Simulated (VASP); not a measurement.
Wanted: the native input for a VASP 6.6.1 run.

```
Task                   : single point
Functional             : PBEsol
Potentials or basis    : VASP PAW PBE potentials, release 64 (O)
Cutoff                 : 520 eV
k mesh                 : 9 × 9 × 9
Occupations            : fermi-dirac, width 0.05 eV
Spin                   : no spin polarisation
Dipole correction      : no
Further INCAR settings : ALGO = Normal; EDIFF = 1e-07; NBANDS = 13
```

The structure of O lies in POSCAR:

```
O
1.0
    1.1306889908      0.6528035932      3.2999541816
   -1.1306889908      0.6528035932      3.2999541816
    0.0000000000     -1.3056071864      3.2999541816
O
2
Direct
    0.0603039388      0.0603039388      0.0603039388
    0.9396960612      0.9396960612      0.9396960612
```

These files were run (other wordings do the same):

INCAR

```
PREC     = Accurate       # precision mode
ENCUT    = 520            # plane-wave cutoff, eV
EDIFF    = 1E-7           # SCF threshold, eV
ISMEAR   = -1             # smearing method
SIGMA    = 0.05           # smearing width, eV
LREAL    = F              # projectors in reciprocal space
LASPH    = T              # aspherical terms in the spheres
NELM     = 80             # most SCF steps
ALGO     = Normal         # electronic algorithm
ISIF     = 2              # what is computed and relaxed
LWAVE    = F              # write WAVECAR
LCHARG   = F              # write CHGCAR
GGA      = PS             # functional
NBANDS   = 13             # bands
```

KPOINTS

```
Automatic mesh
0
Gamma
  9 9 9
```

Potentials or basis: VASP PAW PBE potentials, release 64 (O).

Launch:

```sh
$ cat potpaw_PBE.64/O/POTCAR > POTCAR
$ mpirun -np 1 vasp_std > vasp.out
```

Results of the run:

```yaml
Pressure: 36.7 GPa
Largest_force: 1.651 eV/Å
Band_gap_on_the_k_mesh: zero (bands 6 and 7 overlap by 3.73 eV)
```

Caveat: the k points lie up to 0.36 Å⁻¹ apart, too coarse for converged energies and pressures of a metal; the standard files for N, O and F lose accuracy on very short bonds; spin is off for a triplet molecule; this functional lacks dispersion, which holds the molecules together, so the pressure and a relaxed volume are unreliable; the PAW data sets were made with another functional, which shifts forces and pressure a little.

It took 41 s on 1 thread of Intel Xeon 8259CL, with other jobs on the host, peak memory 0.15 GiB.
